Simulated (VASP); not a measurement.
CaB6:

```
Ca B
1.0
     4.12078    0.00000    0.00000
     0.00000    4.12078    0.00000
     0.00000    0.00000    4.12078
Ca B
1 6
Direct
  0.50000 0.50000 0.50000
  0.00000 0.00000 0.29300
  0.00000 0.00000 0.70700
  0.29300 0.00000 0.00000
  0.70700 0.00000 0.00000
  0.00000 0.29300 0.00000
  0.00000 0.70700 0.00000
```

Base run:

* Program: VASP 6.6.1
* Functional: r2SCAN
* Potentials or basis: VASP PAW PBE potentials, release 64 (Ca_sv, B)
* Cutoff: 520 eV
* k mesh: 5 × 5 × 5, shifted
* Occupations: fermi-dirac, width 0.1 eV
* Spin: no spin polarisation

Its results: band gap on the k mesh 1.60 eV, indirect (least direct gap 1.65 eV); pressure 4.2 GPa; largest force 1.532 eV/Å.

Question: The run is repeated on the same cell with these changes: k mesh from 5 × 5 × 5, shifted to 5 × 5 × 5; further incar settings from ALGO = Normal; EDIFF = 1e-07; NBANDS = 23; ISYM = 0 to ALGO = Normal; EDIFF = 1e-06; NBANDS = 23. What comes out?

Answer: Band gap on the k mesh 0.49 eV, direct; pressure 4.2 GPa; largest force 1.503 eV/Å.

Caveats: the PAW data sets were made with another functional, which shifts forces and pressure a little.

A k mesh can miss the band edges.
